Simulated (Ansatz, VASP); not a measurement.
# Two plane-wave programs on GaN

File INCAR:

```
SYSTEM = GaN
PREC = Accurate
ENCUT = 600
EDIFF = 1E-7
ISMEAR = 0
SIGMA = 0.01
LREAL = .FALSE.
LASPH = .TRUE.
NELM = 120
ALGO = Normal
ISIF = 3
LWAVE = .FALSE.
LCHARG = .FALSE.
IBRION = 2
NSW = 80
EDIFFG = -0.001
GGA_COMPAT = .FALSE.
NELMIN = 4
```

KPOINTS

```
regular mesh
0
G
  12 12 12
  0 0 0
```

POSCAR

```
GaN
1.0
    0.0000000000      2.0904796590      2.0904796590
    2.0904796590      0.0000000000      2.0904796590
    2.0904796590      2.0904796590      0.0000000000
Ga N
1 1
Direct
    0.0000000000      0.0000000000      0.0000000000
    0.5000000000      0.5000000000      0.5000000000
```

Input for Ansatz:

```yaml
crystal:
  lattice:
    - [0.0, 2.090479659, 2.090479659]
    - [2.090479659, 0.0, 2.090479659]
    - [2.090479659, 2.090479659, 0.0]
  atoms:
    - { symbol: Ga, position: [0.0, 0.0, 0.0] }
    - { symbol: "N", position: [0.5, 0.5, 0.5] }
basis:
  ecutwfc: 420
kpoints:
  mp_grid: { grid: [12, 12, 12] }
hamiltonian:
  xc: lda
scf:
  occupations: { method: fixed }
output:
  forces: true
  stress: true
  eigenvalues: true
relax:
  adjacent_minimum: "off"
  f_tol: 0.001
  max_steps: 60
  cell: { stress_tol: 0.01 }
```

Alike in both runs: task relaxation of cell and atoms; functional LDA; k mesh 12 × 12 × 12; no spin polarisation.

```csv
,VASP,Ansatz
version,VASP 6.6.1,Ansatz 0.2.0
potentials or method,"VASP PAW LDA potentials, release 64 (Ga_d, N), cutoff 600 eV","scalar-relativistic, plane waves, PAW"
occupations,"gaussian, width 0.01 eV",fixed
valence electrons in the cell,18,18
```

```tsv
	VASP	Ansatz	Ansatz less VASP
gap on the k mesh at the Fermi level, each at its own relaxed structure (eV)	0.58	0.60	+0.016
relaxed volume (Å³/atom)	9.19	9.14	-0.049
relaxed cell length with the largest relative difference (Å)	2.962	2.956	-0.0053
```

LDA's correlation is that of Perdew and Zunger in VASP and of Perdew and Wang (1992) in Ansatz.
